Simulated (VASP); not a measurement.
# Ti4O in VASP: a series of runs

Ti4O is run at these levels: PBEsol; tasks: single point.

Everything below comes from runs of VASP 6.6.1. Logs are shortened: lines on timing, memory, paths and dates and some standing lists are left out, and cuts for length are marked.

### 1 The cell of the first run

The cell holds a slab with vacuum, 5 atoms: a = 2.868 Å, b = 2.868 Å, c = 26.025 Å, α = 90.00°, β = 90.00°, γ = 120.00°.

### 2 Single point, PBEsol

Input file INCAR:

```
SYSTEM = Ti4O
  ALGO = Normal
  DIPOL = 0.5 0.5 0.500
  EDIFF = 1E-6
  ENCUT = 520
  GGA = PS
  IDIPOL = 3
  ISIF = 2
  ISMEAR = 0
  LASPH = .True.
  LCHARG = .False.
  LDIPOL = .True.
  LREAL = .False.
  LWAVE = .False.
  NBANDS = 35
  NELM = 60
  PREC = Accurate
  SIGMA = 0.1
```

Input file KPOINTS:

```
k-points
0
Gamma
  12 12 1
  0 0 0
```

Input file POSCAR:

```
Ti4O
1.0
    2.8679135954      0.0000000000      0.0000000000
   -1.4339567977      2.4836860295      0.0000000000
    0.0000000000      0.0000000000     26.0249249352
Ti O
4 1
Direct
    0.6666666667      0.3333333333      0.3266099719
    0.3333333333      0.6666666667      0.4165868556
    0.0000000000      0.0000000000      0.5080269110
    0.6666666667      0.3333333333      0.5921085072
    1.3333333333      0.6666666667      0.6545944680
```

Potentials or basis: VASP PAW PBE potentials, release 64 (Ti_sv, O).

On the command line:

```
> cat potpaw_PBE.64/Ti_sv/POTCAR potpaw_PBE.64/O/POTCAR > POTCAR
> mpirun -np 1 vasp_std > vasp.out
```

OUTCAR:

```text
SYSTEM = Ti4O
   EDIFF = 1E-6
   ENCUT = 520
   GGA = PS
   ISIF = 2
   ISMEAR = 0
   LASPH = .True.
   LREAL = .False.
   NELM = 60
   PREC = Accurate

 ion  position               nearest neighbor table
   1  0.667  0.333  0.327-   2 2.87   2 2.87   2 2.87
   2  0.333  0.667  0.417-   1 2.87   1 2.87   1 2.87   3 2.90   3 2.90   3 2.90
   3  0.000  0.000  0.508-   4 2.74   4 2.74   4 2.74   2 2.90   2 2.90   2 2.90
   4  0.667  0.333  0.592-   5 2.32   5 2.32   5 2.32   3 2.74   3 2.74   3 2.74
   5  0.333  0.667  0.655-   4 2.32   4 2.32   4 2.32

  LATTYP: Found a hexagonal cell.
 ALAT       =     2.8679135954
 C/A-ratio  =     9.0745149983

  Lattice vectors:

 A1 = (   2.8679135954,   0.0000000000,   0.0000000000)
 A2 = (  -1.4339567977,   2.4836860295,   0.0000000000)
 A3 = (   0.0000000000,   0.0000000000,  26.0249249352)

Analysis of symmetry for initial positions (statically):
=====================================================================
 Subroutine PRICEL returns:
 Original cell was already a primitive cell.

 Routine SETGRP: Setting up the symmetry group for a
 hexagonal supercell.

 Subroutine GETGRP returns: Found  6 space group operations
 (whereof  6 operations were pure point group operations)
 out of a pool of 24 trial point group operations.

The static configuration has the point symmetry C_3v.

Analysis of symmetry for dynamics (positions and initial velocities):
=====================================================================
 Subroutine PRICEL returns:
 Original cell was already a primitive cell.

 Routine SETGRP: Setting up the symmetry group for a
 hexagonal supercell.

 Subroutine GETGRP returns: Found  6 space group operations
 (whereof  6 operations were pure point group operations)
 out of a pool of 24 trial point group operations.

The dynamic configuration has the point symmetry C_3v.

 Subroutine INISYM returns: Found  6 space group operations
 (whereof  6 operations are pure point group operations),
 and found     1 'primitive' translations

----------------------------------------------------------------------------------------

                                     Primitive cell

  volume of cell :     185.3755

  direct lattice vectors                    reciprocal lattice vectors
     2.867913595  0.000000000  0.000000000     0.348685540  0.201313690  0.000000000
    -1.433956798  2.483686029  0.000000000     0.000000000  0.402627380  0.000000000
[... 95 lines left out ...]
   PSTRESS=    0.0 pullay stress
   NELECT =      54.0000    total number of electrons
   NUPDOWN=      -1.0000    fix difference up-down
   EMIN   =  10.00;   EMAX   =-10.00  energy-range for DOS
   EFERMI =   0.00;   METHOD = LEGACY
   ISMEAR =     0;   SIGMA  =   0.10  broadening in eV -4-tet -1-fermi 0-gaus
   EFERMI_NEDOS =   21; number of points for ismear=-14 and -15
   IALGO  =     38    algorithm
   IMIX   =      4    mixing-type and parameters
     AMIX     =   0.40;   BMIX     =  1.00
     AMIX_MAG =   1.60;   BMIX_MAG =  1.00
  volume/ion in A,a.u.               =      37.08       250.20
  Fermi-wavevector in a.u.,A,eV,Ry     =   1.085231  2.050788 16.023926  1.177725
  Thomas-Fermi vector in A             =   2.221339
   LORBIT       =      0    0 simple, 1 ext, 2 COOP (PROOUT), +10 PAW based schemes
   GGA     = PS    functional components
   LHFCALC =     F    Hartree Fock is set to
   AEXX    =    0.0000 exact exchange contribution
   IVDW    =     0    specifies the selected vdW correction
   LEPSILON=     F    determine dielectric tensor
   LRPA    =     F    only Hartree local field effects (RPA)
 non-spin polarized calculation
 Gauss-broadening in eV      SIGMA  =   0.10
  energy-cutoff  :      520.00
  volume of cell :      185.38
 maximum number of plane-waves:      5023
 NGX is ok and might be reduce to    24
   NGX = 11   NGY = 11   NGZ = 97

 dipolmoment           0.000000      0.000000     -0.124795 electrons x Angstroem

 number of electron      54.0000004 magnetization

 dipolmoment           0.000000      0.000000      0.183371 electrons x Angstroem

 Free energy of the ion-electron system (eV)
  ---------------------------------------------------
  ext. energy  EPLUGINS =         0.00000000
  ---------------------------------------------------
  free energy    TOTEN  =       -38.82170850 eV

  energy without entropy =      -38.78602412  energy(sigma->0) =      -38.80386631

 E-fermi :  -1.1729     XC(G=0):  -5.4002

 val. band max:       -1.1873857984   @ k =   0.2500   0.0833   0.0000
 cond. band min:      -1.1537978386   @ k =   0.3333   0.3333   0.0000
 fundamental gap:      0.0335879598
 Fermi energy:        -1.1728604300

 k-point     1 :       0.0000    0.0000    0.0000
  band No.  band energies     occupation
      1     -57.8010      2.00000
      2     -57.5635      2.00000
      3     -57.5161      2.00000
      4     -57.2490      2.00000
      5     -34.2837      2.00000
      6     -34.0064      2.00000
[... 711 lines left out ...]
     34       1.2495      0.00000
     35       1.3338      0.00000

------------------------ aborting loop because EDIFF is reached ----------------------------------------

 vacuum level on the upper side and lower side of the slab       (xc-potential included)         2.261        -2.293

  FORCE on cell =-STRESS in cart. coord.  units (eV):
  Direction    XX          YY          ZZ          XY          YZ          ZX
  --------------------------------------------------------------------------------------
  -------------------------------------------------------------------------------------
  Total       -1.0960271     -1.0960271    -10.2034254      0.0000000      0.0000000      0.0000000
  in kB       -9.4728273     -9.4728273    -88.1869519      0.0000000      0.0000000      0.0000000
  external PRESSURE =     -35.7108688 kB  Pullay stress =       0.0000000 kB

 VOLUME and BASIS-vectors are now :
 -----------------------------------------------------------------------------
  energy-cutoff  :      520.00
  volume of cell :      185.38
      direct lattice vectors                 reciprocal lattice vectors
     2.867913595  0.000000000  0.000000000     0.348685540  0.201313690  0.000000000
    -1.433956798  2.483686029  0.000000000     0.000000000  0.402627380  0.000000000
     0.000000000  0.000000000 26.024924935     0.000000000  0.000000000  0.038424703

 POSITION                                       TOTAL-FORCE (eV/Angst)
 -----------------------------------------------------------------------------------
      1.43396      0.82790      8.50000         0.000000     -0.000000      0.565513
     -0.00000      1.65579     10.84164         0.000000      0.000000     -0.590195
      0.00000      0.00000     13.22136         0.000000      0.000000     -0.445418
      1.43396      0.82790     15.40958        -0.000000      0.000000      6.583078
     -0.00000      1.65579     17.03577         0.000000      0.000000     -6.112978
 -----------------------------------------------------------------------------------
    total drift:                               -0.000000      0.000000      0.000653

  FREE ENERGIE OF THE ION-ELECTRON SYSTEM (eV)
  ---------------------------------------------------
  free  energy   TOTEN  =       -38.8217084985 eV

  energy  without entropy=      -38.7860241199  energy(sigma->0) =      -38.80386631

 vacuum level on the upper side and lower side of the slab         8.134         3.476
```

stdout:

```text
POSCAR found type information on POSCAR TiO
 POSCAR found :  2 types and       5 ions
 scaLAPACK will be used
 -----------------------------------------------------------------------------
|                                                                             |
|                                                                             |
|     You enforced a specific xc type in the INCAR file but a different       |
|     I HOPE YOU KNOW WHAT YOU ARE DOING!                                     |
|                                                                             |
 -----------------------------------------------------------------------------

 LDA part: xc-table for (Slater+PW92), standard interpolation
 POSCAR, INCAR and KPOINTS ok, starting setup
 FFT: planning ... GRIDC
 FFT: planning ... GRID_SOFT
 FFT: planning ... GRID
 WAVECAR not read
 entering main loop
```

It took 2.3 min on 1 thread of Intel Xeon 6975P-C (Granite Rapids), shared host; peak memory 0.37 GiB.

Results:

```yaml
Free_energy: -38.8217 eV
Largest_force: 6.583 eV/Å
Band_gap_on_the_k_mesh: zero (bands 27 and 28 overlap by 0.61 eV)
```

Forces in eV/Å, atoms in the order of the input:
```
Ti   0.000  0.000  0.566
Ti   0.000  0.000 -0.590
Ti   0.000  0.000 -0.445
Ti   0.000  0.000  6.583
O    0.000  0.000 -6.113
```

Levels at points of the mesh, in eV from the Fermi level:
| k point | band 25 | band 26 | band 27 | band 28 | band 29 | band 30 |
| --- | --- | --- | --- | --- | --- | --- |
| (0.00, 0.00, 0.00) | -0.09 | 0.40 | 0.41 | 0.81 | 0.81 | 1.01 |
| (0.50, 0.00, 0.00) | -0.46 | -0.37 | -0.05 | 0.50 | 0.91 | 1.09 |

Caveat: the PAW data sets were made with another functional, which shifts forces and pressure a little.

### 3 Single point, PBEsol

Input file INCAR:

```
ALGO     = Normal         # electronic algorithm
DIPOL    = 0.5 0.5 0.503
EDIFF    = 1E-6           # SCF threshold, eV
ENCUT    = 520            # plane-wave cutoff, eV
GGA      = PS             # functional
IDIPOL   = 3            
ISIF     = 2              # what is computed and relaxed
ISMEAR   = 0              # smearing method
LASPH    = T              # aspherical terms in the spheres
LCHARG   = F              # write CHGCAR
LDIPOL   = T            
LREAL    = F              # projectors in reciprocal space
LWAVE    = F              # write WAVECAR
NBANDS   = 35             # bands
NELM     = 80             # most SCF steps
PREC     = Accurate       # precision mode
SIGMA    = 0.1            # smearing width, eV
```

Input file KPOINTS:

```
k-points
0
Gamma
  12 12 1
```

Changes to POSCAR since step 2:

```diff
@@ -12,2 +12,2 @@
     0.6666666667      0.3333333333      0.5921085072
-    1.3333333333      0.6666666667      0.6545944680
+    1.3333333333      0.6666666667      0.6738068193
```

Potentials or basis: VASP PAW PBE potentials, release 64 (Ti_sv, O).

On the command line:

```
> cat potpaw_PBE.64/Ti_sv/POTCAR potpaw_PBE.64/O/POTCAR > POTCAR
> mpirun -np 1 vasp_std > vasp.out
```

Run time: 2.3 min. Hardware: 1 thread of Intel Xeon 6975P-C (Granite Rapids), shared host; peak memory 0.37 GiB.

The run converged. Its results:

| Item | Value |
| --- | --- |
| Free energy | -36.3512 eV |
| Largest force | 4.321 eV/Å |
| Band gap on the k mesh | zero (bands 27 and 28 overlap by 0.63 eV) |

Forces on the atoms (eV/Å):
```
Ti   0.000  0.000  0.524
Ti   0.000  0.000 -0.582
Ti   0.000  0.000 -0.169
Ti   0.000  0.000  4.321
O    0.000  0.000 -4.094
```

Levels at points of the mesh, in eV from the Fermi level:
```csv
k point,band 23,band 24,band 25,band 26,band 27,band 28,band 29,band 30,band 31,band 32
"(0.00, 0.00, 0.00)",-0.15,0.34,0.34,0.34,0.35,0.78,0.78,0.91,0.91,0.95
"(0.50, 0.00, 0.00)",-1.63,-1.33,-0.84,-0.30,-0.11,0.44,0.69,0.95,1.01,1.53
```

Caveat: the PAW data sets were made with another functional, which shifts forces and pressure a little.

The gap in the log of VASP goes by the Fermi energy; the results here count the filled bands.